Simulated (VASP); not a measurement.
C, 2 atoms in the cell. It takes space group Fd-3m (No. 227, cubic). The conventional cell has a = 3.560 Å, b = 3.560 Å, c = 3.560 Å, α = 90.00°, β = 90.00°, γ = 90.00°. C (site symmetry -43m) has 4 C at 1.54 Å within 2.1 Å. 

* Program: VASP 6.6.1
* Task: relaxation of cell and atoms
* Functional: r2SCAN
* Potentials or basis: VASP PAW PBE potentials, release 64 (C)
* Cutoff: 600 eV
* k mesh: 12 × 12 × 12
* Occupations: gaussian, width 0.02 eV
* Spin: no spin polarisation
* Dipole correction: no
* Further INCAR settings: ALGO = Normal; EDIFF = 1e-07; IBRION = 2; EDIFFG = -0.01; NSW = 80; ISIF = 3

Potentials or basis: VASP PAW PBE potentials, release 64 (C).

Launch:

```console
$ cat potpaw_PBE.64/C/POTCAR > POTCAR
$ cp INCAR.step1 INCAR
$ mpirun -np 1 vasp_std > vasp.out
$ cp INCAR.step2 INCAR
$ mpirun -np 1 vasp_std > vasp.out
```

Hardware: 1 thread of Intel Xeon 6975P-C (shared host).

Problem. How long does it take, and how much memory?

Solution. It took 44 s on 1 thread of Intel Xeon 6975P-C, on a shared host, peak memory 0.12 GiB. Counts: k points 72, ion steps 3.
